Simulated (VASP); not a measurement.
Wanted: the native input for a VASP 6.6.1 run.

```yaml
Task: relaxation of cell and atoms
Functional: PBEsol
Potentials_or_basis: VASP PAW PBE potentials, release 64 (Pb_d, F)
Cutoff: 600 eV
k_mesh: 8 × 8 × 8
Occupations: fermi-dirac, width 0.05 eV
Spin: no spin polarisation
Target_pressure: 30 GPa
Dipole_correction: no
Further_INCAR_settings: ALGO = Normal; EDIFF = 1e-07; IBRION = 2; EDIFFG = -0.005; NSW = 80; ISIF = 3
```

The structure of PbF2 lies in POSCAR:

```
PbF2
1.0
    0.0000000000      2.9636600000      2.9636600000
    2.9636600000      0.0000000000      2.9636600000
    2.9636600000      2.9636600000      0.0000000000
Pb F
1 2
Direct
    0.0000000000      0.0000000000      0.0000000000
    0.7500000000      0.7500000000      0.7500000000
    0.2500000000      0.2500000000      0.2500000000
```

The input as run:

INCAR

```
SYSTEM = PbF2
  PREC = Accurate
  ENCUT = 600
  EDIFF = 1E-7
  ISMEAR = -1
  SIGMA = 0.05
  LREAL = .False.
  LASPH = .True.
  NELM = 120
  ALGO = Normal
  ISIF = 3
  LWAVE = .False.
  LCHARG = .False.
  GGA = PS
  IBRION = 2
  NSW = 80
  EDIFFG = -0.005
  PSTRESS = 300.0
  GGA_COMPAT = .False.
  NELMIN = 4
```

KPOINTS

```
Automatic mesh
0
Gamma
  8 8 8
  0 0 0
```

Potentials or basis: VASP PAW PBE potentials, release 64 (Pb_d, F).

Launch:

```bash
$ cat potpaw_PBE.64/Pb_d/POTCAR potpaw_PBE.64/F/POTCAR > POTCAR
$ mpirun -np 1 vasp_std > vasp.out
```

Results of the run:

```json
{
  "Relaxed volume": "13.60 Å³/atom",
  "Relaxed cell": "a = 3.865 Å, b = 3.865 Å, c = 3.865 Å, α = 60.00°, β = 60.00°, γ = 60.00°",
  "Space group after relaxing (to 0.1 Å)": "Fm-3m (No. 225)",
  "Energy change on relaxing (the run minimises the enthalpy)": "+257.8 meV/atom",
  "Ionic steps": "5",
  "Pressure after relaxing": "30.0 GPa",
  "Band gap on the k mesh": "4.06 eV (least direct gap 4.31 eV)"
}
```

Caveat: the cell is relaxed towards a set pressure, so the run minimises the enthalpy, not the energy; the volume moved by over 15 % at a fixed basis, so the end points are rough; the PAW data sets were made with another functional, which shifts forces and pressure a little; spin-orbit coupling is left out, which moves the levels of the heavy elements.

It took 3.5 min on 1 thread of Intel Xeon 8259CL (shared host), peak memory 0.23 GiB.
